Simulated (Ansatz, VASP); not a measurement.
ScAl3: VASP beside Ansatz

POSCAR

```
ScAl3
1.0
    4.0301295011      0.0000000000      0.0000000000
    0.0000000000      4.0301295011      0.0000000000
    0.0000000000      0.0000000000      4.0301295011
Sc Al
1 3
Direct
    0.0000000000      0.0000000000      0.0000000000
    0.5000000000      0.0000000000      0.5000000000
    0.0000000000      0.5000000000      0.5000000000
    0.5000000000      0.5000000000      0.0000000000
```

The input INCAR.step1:

```
PREC     = Accurate       # precision mode
ENCUT    = 520            # plane-wave cutoff, eV
ISMEAR   = 0              # smearing method
SIGMA    = 0.05           # smearing width, eV
LREAL    = False          # projectors in reciprocal space
LASPH    = True           # aspherical terms in the spheres
NELM     = 60             # most SCF steps
NBANDS   = 18             # bands
GGA      = PE             # functional
ALGO     = Normal         # electronic algorithm
EDIFF    = 1E-4           # SCF threshold, eV
LWAVE    = True           # write WAVECAR
LCHARG   = False          # write CHGCAR
```

INCAR.step2

```
PREC     = Accurate       # precision mode
ENCUT    = 520            # plane-wave cutoff, eV
EDIFF    = 1E-6           # SCF threshold, eV
ISMEAR   = 0              # smearing method
SIGMA    = 0.05           # smearing width, eV
LREAL    = False          # projectors in reciprocal space
LASPH    = True           # aspherical terms in the spheres
NELM     = 60             # most SCF steps
ALGO     = Normal         # electronic algorithm
ISIF     = 2              # what is computed and relaxed
LWAVE    = False          # write WAVECAR
LCHARG   = False          # write CHGCAR
METAGGA  = R2SCAN         # meta-GGA
LMIXTAU  = True         
NBANDS   = 18             # bands
ISTART   = 1
```

Contents of KPOINTS:

```
Automatic mesh
0
Gamma
  10 10 10
```

Input for Ansatz:

```yaml
crystal:
  lattice:
    - [4.0301295011, 0.0, 0.0]
    - [0.0, 4.0301295011, 0.0]
    - [0.0, 0.0, 4.0301295011]
  atoms:
    - { symbol: Sc, position: [0.0, 0.0, 0.0] }
    - { symbol: Al, position: [0.5, 0.0, 0.5] }
    - { symbol: Al, position: [0.0, 0.5, 0.5] }
    - { symbol: Al, position: [0.5, 0.5, 0.0] }
basis:
  ecutwfc: 500
  ecutrho_ratio: 4
kpoints:
  mp_grid: { grid: [10, 10, 10] }
hamiltonian:
  xc: r2scan
scf:
  occupations: { method: gaussian, width: 0.05 }
output:
  forces: true
  stress: true
  eigenvalues: true
```

Alike in both runs: task single point; functional r2SCAN; k mesh 10 × 10 × 10; occupations gaussian, width 0.05 eV; no spin polarisation.

|  | VASP | Ansatz |
| --- | --- | --- |
| version | VASP 6.6.1 | Ansatz 0.2.0 |
| potentials or method | VASP PAW PBE potentials, release 64 (Sc_sv, Al), cutoff 520 eV | scalar-relativistic, plane waves, PAW |
| valence electrons in the cell | 20 | 20 |

|  | VASP | Ansatz | Ansatz less VASP |
| --- | --- | --- | --- |
| gap on the k mesh at the Fermi level (eV) | none | none | - |
| pressure (GPa) | 4.2 | 4.2 | 0.00 |

VASP's potentials were made for PBE, not for r2SCAN. A gap of «none» marks a metal or a gap that the smearing closes. The functional is the same, so the differences come from potentials, cutoffs and numerics.
